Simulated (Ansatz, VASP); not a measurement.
One calculation of AlN, two programs

```
Al N
1.0
     3.90068    0.00000    0.00000
     1.26125    3.69114    0.00000
     1.26125    0.90188    3.57927
Al N
3 3
Direct
  0.86629 0.86629 0.45311
  0.13371 0.54689 0.13371
  0.13371 0.13371 0.54689
  0.86629 0.45311 0.86629
  0.45311 0.86629 0.86629
  0.54689 0.13371 0.13371
```

Alike in both runs: task single point; functional PBE; k mesh 6 × 6 × 6; occupations gaussian, width 0.1 eV; collinear spin.

```csv
,VASP,Ansatz
version,VASP 6.6.1,Ansatz 0.2.0
potentials or method,"VASP PAW PBE potentials, release 64 (Al, N), cutoff 520 eV","scalar-relativistic, plane waves, PAW"
valence electrons in the cell,24,24
```

Ansatz gave:

- gap on the k mesh at the Fermi level (eV): none
- rms of the force components (eV/Å): 5.997
- net moment per atom (μB): 0.00

Task: Which values does VASP return?

Result: gap on the k mesh at the Fermi level (eV): none; rms of the force components (eV/Å): 6.006; net moment per atom (μB): 0.00.

Atom by atom the forces differ by 0.013 eV/Å (rms over components). A gap of «none» marks a metal or a gap that the smearing closes. With one functional, cell and mesh, what is left measures potentials, basis and numerics. Ansatz's warnings: seeded moment not kept.
